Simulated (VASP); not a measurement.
# Sc3Al in VASP: further runs, part 2 of 2

VASP 6.6.1. The steps go on from the part before.

### Step 3. Single point, PBEsol (biaxial strain in the a-b plane: +2.0 %)

Contents of INCAR:

```
SYSTEM = Sc3Al
PREC = Accurate
ENCUT = 520
EDIFF = 1E-6
ISMEAR = 0
SIGMA = 0.1
LREAL = .FALSE.
LASPH = .TRUE.
NELM = 100
ALGO = Fast
ISIF = 2
LWAVE = .FALSE.
LCHARG = .FALSE.
GGA = PS
NBANDS = 26
```

Contents of KPOINTS:

```
Automatic mesh
0
G
  12 12 12
  0 0 0
```

Contents of POSCAR:

```
Sc3Al
1.0
    4.4622908989      0.0000000000      0.0000000000
    0.0000000000      4.4622908989      0.0000000000
    0.0000000000      0.0000000000      4.3222974590
Sc Al
3 1
Direct
    0.5000000000      0.0000000000      0.5000000000
    0.0000000000      0.5000000000      0.5000000000
    0.5000000000      0.5000000000      0.0000000000
    0.0000000000      0.0000000000      0.0000000000
```

Potentials or basis: VASP PAW PBE potentials, release 64 (Sc_sv, Al).

On the command line:

```sh
> cat potpaw_PBE.64/Sc_sv/POTCAR potpaw_PBE.64/Al/POTCAR > POTCAR
> mpirun -np 1 vasp_std > vasp.out
```

OUTCAR:

```text
SYSTEM = Sc3Al
   PREC = Accurate
   ENCUT = 520
   EDIFF = 1E-6
   ISMEAR = 0
   LREAL = .FALSE.
   LASPH = .TRUE.
   NELM = 100
   ISIF = 2
   GGA = PS

 ion  position               nearest neighbor table
   1  0.500  0.000  0.500-   3 3.11   4 3.11   3 3.11   4 3.11   3 3.11   3 3.11   4 3.11   4 3.11
                             2 3.16   2 3.16   2 3.16   2 3.16
   2  0.000  0.500  0.500-   3 3.11   4 3.11   3 3.11   4 3.11   4 3.11   4 3.11   3 3.11   3 3.11
                             1 3.16   1 3.16   1 3.16   1 3.16
   3  0.500  0.500  0.000-   1 3.11   2 3.11   1 3.11   2 3.11   1 3.11   1 3.11   2 3.11   2 3.11
                             4 3.16   4 3.16   4 3.16   4 3.16
   4  0.000  0.000  0.000-   1 3.11   2 3.11   1 3.11   2 3.11   2 3.11   2 3.11   1 3.11   1 3.11
                             3 3.16   3 3.16   3 3.16   3 3.16

  LATTYP: Found a simple tetragonal cell.
 ALAT       =     4.4622908989
 C/A-ratio  =     0.9686274510

  Lattice vectors:

 A1 = (   4.4622908989,   0.0000000000,   0.0000000000)
 A2 = (   0.0000000000,   4.4622908989,   0.0000000000)
 A3 = (   0.0000000000,   0.0000000000,   4.3222974590)

Analysis of symmetry for initial positions (statically):
=====================================================================
 Subroutine PRICEL returns:
 Original cell was already a primitive cell.

 Routine SETGRP: Setting up the symmetry group for a
 simple tetragonal supercell.

 Subroutine GETGRP returns: Found 16 space group operations
 (whereof 16 operations were pure point group operations)
 out of a pool of 16 trial point group operations.

The static configuration has the point symmetry D_4h.

Analysis of symmetry for dynamics (positions and initial velocities):
=====================================================================
 Subroutine PRICEL returns:
 Original cell was already a primitive cell.

 Routine SETGRP: Setting up the symmetry group for a
 simple tetragonal supercell.

 Subroutine GETGRP returns: Found 16 space group operations
 (whereof 16 operations were pure point group operations)
 out of a pool of 16 trial point group operations.

The dynamic configuration has the point symmetry D_4h.

 Subroutine INISYM returns: Found 16 space group operations
 (whereof 16 operations are pure point group operations),
 and found     1 'primitive' translations

----------------------------------------------------------------------------------------

                                     Primitive cell

  volume of cell :      86.0658

  direct lattice vectors                    reciprocal lattice vectors
     4.462290899  0.000000000  0.000000000     0.224100137  0.000000000  0.000000000
     0.000000000  4.462290899  0.000000000     0.000000000  0.224100137  0.000000000
     0.000000000  0.000000000  4.322297459     0.000000000  0.000000000  0.231358441

  length of vectors
     4.462290899  4.462290899  4.322297459     0.224100137  0.224100137  0.231358441

  position of ions in fractional coordinates (direct lattice)
     0.500000000  0.000000000  0.500000000
     0.000000000  0.500000000  0.500000000
     0.500000000  0.500000000  0.000000000
     0.000000000  0.000000000  0.000000000

  ion indices of the primitive-cell ions
   primitive index   ion index
                 1           1
                 2           2
                 3           3
                 4           4

----------------------------------------------------------------------------------------

 KPOINTS: Automatic mesh

Automatic generation of k-mesh.
 Grid dimensions read from file:
 generate k-points for:   12   12   12

 Generating k-lattice:

  Cartesian coordinates                     Fractional coordinates (reciprocal lattice)
     0.018675011  0.000000000  0.000000000     0.083333333  0.000000000  0.000000000
     0.000000000  0.018675011  0.000000000     0.000000000  0.083333333  0.000000000
     0.000000000  0.000000000  0.019279870     0.000000000  0.000000000  0.083333333

  Length of vectors
     0.018675011  0.018675011  0.019279870

  Shift w.r.t. Gamma in fractional coordinates (k-lattice)
     0.000000000  0.000000000  0.000000000

 Subroutine IBZKPT returns following result:
 ===========================================

 Found    196 irreducible k-points:

 Following reciprocal coordinates:
            Coordinates               Weight
  0.000000  0.000000  0.000000      1.000000
  0.083333  0.000000  0.000000      4.000000
  0.166667  0.000000  0.000000      4.000000
  0.250000  0.000000  0.000000      4.000000
  0.333333  0.000000  0.000000      4.000000
  0.416667  0.000000  0.000000      4.000000
[... 16 lines left out ...]
  0.333333  0.333333  0.000000      4.000000
  0.416667  0.333333  0.000000      8.000000
 [... further k-points ...]
   k-points           NKPTS =    196   k-points in BZ     NKDIM =    196   number of bands    NBANDS=     26
   number of dos      NEDOS =    301   number of ions     NIONS =      4
   total plane-waves  NPLWV =  41472
   dimension x,y,z NGX =    36 NGY =   36 NGZ =   32
   dimension x,y,z NGXF=    72 NGYF=   72 NGZF=   64
   ions per type =               3   1
   NGX,Y,Z   is equivalent  to a cutoff of  13.41, 13.41, 12.31 a.u.
   NGXF,Y,Z  is equivalent  to a cutoff of  26.82, 26.82, 24.62 a.u.
 SYSTEM =  Sc3Al
   PREC   = accura    normal or accurate (medium, high low for compatibility)
   ISTART =      0    job   : 0-new  1-cont  2-samecut
   ICHARG =      2    charge: 1-file 2-atom 10-const
   ISPIN  =      1    spin polarized calculation?
   LNONCOLLINEAR =      F non collinear calculations
   LSORBIT =      F    spin-orbit coupling
   LASPH  =      T    aspherical Exc in radial PAW
   ENCUT  =  520.0 eV  38.22 Ry    6.18 a.u.   8.30  8.30  8.04*2*pi/ulx,y,z
   NELM   =    100;   NELMIN=  2; NELMDL= -5     # of ELM steps
   EDIFF  = 0.1E-05   stopping-criterion for ELM
   LREAL  =      F    real-space projection
[... 7 lines left out ...]
   TEBEG  =    0.0;   TEEND  =   0.0 temperature during run
   PSTRESS=    0.0 pullay stress
   NELECT =      36.0000    total number of electrons
   NUPDOWN=      -1.0000    fix difference up-down
   EMIN   =  10.00;   EMAX   =-10.00  energy-range for DOS
   EFERMI =   0.00;   METHOD = LEGACY
   ISMEAR =     0;   SIGMA  =   0.10  broadening in eV -4-tet -1-fermi 0-gaus
   EFERMI_NEDOS =   21; number of points for ismear=-14 and -15
   IALGO  =     68    algorithm
   IMIX   =      4    mixing-type and parameters
     AMIX     =   0.40;   BMIX     =  1.00
     AMIX_MAG =   1.60;   BMIX_MAG =  1.00
  volume/ion in A,a.u.               =      21.52       145.20
  Fermi-wavevector in a.u.,A,eV,Ry     =   1.224331  2.313650 20.394950  1.498987
  Thomas-Fermi vector in A             =   2.359410
   LORBIT       =      0    0 simple, 1 ext, 2 COOP (PROOUT), +10 PAW based schemes
   GGA     = PS    functional components
   LHFCALC =     F    Hartree Fock is set to
   AEXX    =    0.0000 exact exchange contribution
   IVDW    =     0    specifies the selected vdW correction
   LEPSILON=     F    determine dielectric tensor
   LRPA    =     F    only Hartree local field effects (RPA)
 non-spin polarized calculation
 RMM-DIIS sequential band-by-band and
 Gauss-broadening in eV      SIGMA  =   0.10
  energy-cutoff  :      520.00
  volume of cell :       86.07
 maximum number of plane-waves:      2344
 NGX is ok and might be reduce to    36
   NGX = 17   NGY = 17   NGZ = 17

 number of electron      35.9999997 magnetization

 Free energy of the ion-electron system (eV)
  ---------------------------------------------------
  ext. energy  EPLUGINS =         0.00000000
  ---------------------------------------------------
  free energy    TOTEN  =       -24.93208551 eV

  energy without entropy =      -24.90645862  energy(sigma->0) =      -24.91927207

 E-fermi :   4.6696     XC(G=0): -10.2471

 val. band max:        4.6695804408   @ k =   0.0833   0.0833   0.3333
 cond. band min:       4.6749242252   @ k =   0.2500   0.1667   0.1667
 fundamental gap:      0.0053437844
 Fermi energy:         4.6696158318

 k-point     1 :       0.0000    0.0000    0.0000
  band No.  band energies     occupation
      1     -44.5254      2.00000
      2     -44.4216      2.00000
      3     -44.4174      2.00000
      4     -23.4312      2.00000
      5     -23.4312      2.00000
      6     -23.4223      2.00000
[... 685 lines left out ...]
     25       7.1703      0.00000
     26       7.3728      0.00000

 [... further k-points ...]

------------------------ aborting loop because EDIFF is reached ----------------------------------------

  FORCE on cell =-STRESS in cart. coord.  units (eV):
  Direction    XX          YY          ZZ          XY          YZ          ZX
  --------------------------------------------------------------------------------------
  -------------------------------------------------------------------------------------
  Total       -1.2686569     -1.2686569     -0.2163854      0.0000000     -0.0000000      0.0000000
  in kB      -23.6169795    -23.6169795     -4.0281733      0.0000000     -0.0000000      0.0000000
  external PRESSURE =     -17.0873774 kB  Pullay stress =       0.0000000 kB

 VOLUME and BASIS-vectors are now :
 -----------------------------------------------------------------------------
  energy-cutoff  :      520.00
  volume of cell :       86.07
      direct lattice vectors                 reciprocal lattice vectors
     4.462290899  0.000000000  0.000000000     0.224100137  0.000000000  0.000000000
     0.000000000  4.462290899  0.000000000     0.000000000  0.224100137  0.000000000
     0.000000000  0.000000000  4.322297459     0.000000000  0.000000000  0.231358441

 POSITION                                       TOTAL-FORCE (eV/Angst)
 -----------------------------------------------------------------------------------
      2.23115      0.00000      2.16115         0.000000      0.000000      0.000000
      0.00000      2.23115      2.16115         0.000000      0.000000      0.000000
      2.23115      2.23115      0.00000         0.000000      0.000000      0.000000
      0.00000      0.00000      0.00000         0.000000      0.000000      0.000000
 -----------------------------------------------------------------------------------
    total drift:                                0.000000      0.000000      0.000000

  FREE ENERGIE OF THE ION-ELECTRON SYSTEM (eV)
  ---------------------------------------------------
  free  energy   TOTEN  =       -24.9320855110 eV

  energy  without entropy=      -24.9064586192  energy(sigma->0) =      -24.91927207
```

OSZICAR:

```text
N       E                     dE             d eps       ncg     rms          rms(c)
DAV:   1     0.635511398333E+03    0.63551E+03   -0.16063E+04 10256   0.140E+03
DAV:   2     0.111846030764E+02   -0.62433E+03   -0.61518E+03 13336   0.631E+02
DAV:   3    -0.267163677708E+02   -0.37901E+02   -0.37065E+02 16828   0.201E+02
DAV:   4    -0.279061433459E+02   -0.11898E+01   -0.11668E+01 17178   0.348E+01
DAV:   5    -0.279351406258E+02   -0.28997E-01   -0.28829E-01 17152   0.662E+00    0.111E+01
RMM:   6    -0.248448394104E+02    0.30903E+01   -0.65987E+00 11383   0.239E+01    0.324E+00
RMM:   7    -0.250026992028E+02   -0.15786E+00   -0.66594E+00 13611   0.133E+01    0.168E+00
RMM:   8    -0.249162959004E+02    0.86403E-01   -0.46848E-01 11758   0.658E+00    0.126E+00
RMM:   9    -0.249281763557E+02   -0.11880E-01   -0.27055E-01 14788   0.224E+00    0.291E-01
RMM:  10    -0.249311662484E+02   -0.29899E-02   -0.40481E-02 16203   0.872E-01    0.223E-01
RMM:  11    -0.249317680624E+02   -0.60181E-03   -0.88111E-03 15286   0.529E-01    0.136E-01
RMM:  12    -0.249321388318E+02   -0.37077E-03   -0.36774E-03 16400   0.281E-01    0.724E-02
RMM:  13    -0.249320519296E+02    0.86902E-04   -0.90876E-04 15175   0.182E-01    0.401E-02
RMM:  14    -0.249320816806E+02   -0.29751E-04   -0.37804E-04 15499   0.892E-02    0.118E-02
RMM:  15    -0.249320808060E+02    0.87452E-06   -0.99045E-05 14315   0.551E-02    0.612E-03
RMM:  16    -0.249320842342E+02   -0.34282E-05   -0.36457E-05 13056   0.289E-02    0.666E-03
RMM:  17    -0.249320852326E+02   -0.99840E-06   -0.10343E-05 11444   0.193E-02    0.477E-03
RMM:  18    -0.249320855110E+02   -0.27841E-06   -0.48312E-06 10439   0.154E-02
   1 F= -.24932086E+02 E0= -.24919272E+02  d E =-.256269E-01
```

stdout:

```text
POSCAR found type information on POSCAR ScAl
 POSCAR found :  2 types and       4 ions
 scaLAPACK will be used
 -----------------------------------------------------------------------------
|                                                                             |
|                                                                             |
|     You enforced a specific xc type in the INCAR file but a different       |
|     I HOPE YOU KNOW WHAT YOU ARE DOING!                                     |
|                                                                             |
 -----------------------------------------------------------------------------

 LDA part: xc-table for (Slater+PW92), standard interpolation
 POSCAR, INCAR and KPOINTS ok, starting setup
 FFT: planning ... GRIDC
 FFT: planning ... GRID_SOFT
 FFT: planning ... GRID
 WAVECAR not read
 entering main loop
```

It took 12 min on 1 thread of Oxide Virtual Turin-like, shared host; peak memory 0.43 GiB.

What came out:

```
Free energy            : -24.9321 eV
Pressure               : -1.7 GPa
Band gap on the k mesh : zero (bands 18 and 19 overlap by 1.43 eV)
```

Stress tensor (GPa, compression positive):
```
-2.36  0.00  0.00
 0.00 -2.36  0.00
 0.00  0.00 -0.40
```

Levels at points of the mesh, in eV from the Fermi level:
```
           k point  band 15  band 16  band 17  band 18  band 19  band 20  band 21  band 22
(0.00, 0.00, 0.00)    -1.08    -0.97    -0.46    -0.39    -0.39     0.52     0.52     0.93
(0.50, 0.00, 0.00)    -1.34    -0.87    -0.64     0.08     0.17     0.81     0.99     1.49
(0.50, 0.50, 0.00)    -2.85    -1.58    -0.80     0.33     0.50     0.50     1.19     1.19
(0.00, 0.00, 0.50)    -1.28    -0.86    -0.86     0.13     0.19     0.81     0.81     1.56
(0.50, 0.00, 0.50)    -2.75    -1.47    -0.99     0.16     0.44     0.48     1.04     1.09
(0.50, 0.50, 0.50)    -1.50    -1.48    -1.14    -1.09    -1.09     0.45     1.27     1.49
```

Caveat: the cell differs from its parent crystal (biaxial strain in the a-b plane: +2.0 %); the PAW data sets were made with another functional, which shifts forces and pressure a little.
